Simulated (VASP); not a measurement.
Crystal: CoO.

```
Co O
1.0
    -1.50800    1.50800    2.10725
     1.50800   -1.50800    2.10725
     1.50800    1.50800   -2.10725
Co O
1 1
Cartesian
  0.0000 0.0000 0.0000
  0.0000 0.0000 2.1072
```

Base run:

```yaml
Program: VASP 6.6.1
Functional: PBE
Potentials_or_basis: VASP PAW PBE potentials, release 64 (Co, O)
Cutoff: 520 eV
k_mesh: 10 × 10 × 10
Occupations: fermi-dirac, width 0.05 eV
Spin: collinear spin, ferromagnetic start
Starting_moments: "[2.0, 0.0] μB"
Fixed_moment: 2 μB
```

Its results: pressure -7.9 GPa; site moments Co +1.89; O +0.08 μB.

Question: After a change of settings the same cell gave: pressure -11.3 GPa; site moments Co +1.47; O +0.01 μB. Which change was it?
A. fixed moment from 2 μB to 1 μB; moments at the start from [2.0, 0.0] to [1.0, 0.0]
B. fixed moment from 2 μB to 0.5 μB; moments at the start from [2.0, 0.0] to [0.5, 0.0]
C. fixed moment from 2 μB to 1.5 μB; moments at the start from [2.0, 0.0] to [1.5, 0.0]
D. fixed moment from 2 μB to 3 μB; moments at the start from [2.0, 0.0] to [3.0, 0.0]

Answer: C.

Caveats: the cell stands under tension; the total moment is fixed, so each spin has its own Fermi level and the state may be an excited one; a cell with one magnetic atom can't hold antiferromagnetic order, which such compounds often take.
